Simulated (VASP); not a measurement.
Here is a VASP 6.6.1 calculation.

The input INCAR:

```
  PREC = Accurate
  ENCUT = 520
  EDIFF = 1E-6
  ISMEAR = 0
  SIGMA = 0.15
  LREAL = F
  LASPH = T
  NELM = 60
  ALGO = Normal
  ISIF = 2
  LWAVE = F
  LCHARG = T
  GGA = PS
  LELF = T
  LVHAR = T
  NBANDS = 16
```

Contents of KPOINTS:

```
Automatic mesh
0
Gamma
  14 14 14
```

File POSCAR:

```
YSe
1.0
    0.0000000000      2.8750000000      2.8750000000
    2.8750000000      0.0000000000      2.8750000000
    2.8750000000      2.8750000000      0.0000000000
Y Se
1 1
Direct
    0.0000000000      0.0000000000      0.0000000000
    0.5217391304      0.5217391304      0.4782608696
```

Potentials or basis: VASP PAW PBE potentials, release 64 (Y_sv, Se).

Launch:

```sh
$ cat potpaw_PBE.64/Y_sv/POTCAR potpaw_PBE.64/Se/POTCAR > POTCAR
$ mpirun -np 1 vasp_std > vasp.out
```

Task: What does it give for the largest force?

Result: 0.796 eV/Å.

Task: What does it give for the pressure?

Result: -1.9 GPa.

Stress tensor (GPa, compression positive):
```
-2.54  0.00  0.00
 0.00 -2.54  0.00
 0.00  0.00 -0.66
```

Caveat: the cell differs from its parent crystal (all Se atoms moved +0.125 Å, as atom 2 along Cartesian [0 0 1]); the PAW data sets were made with another functional, which shifts forces and pressure a little.
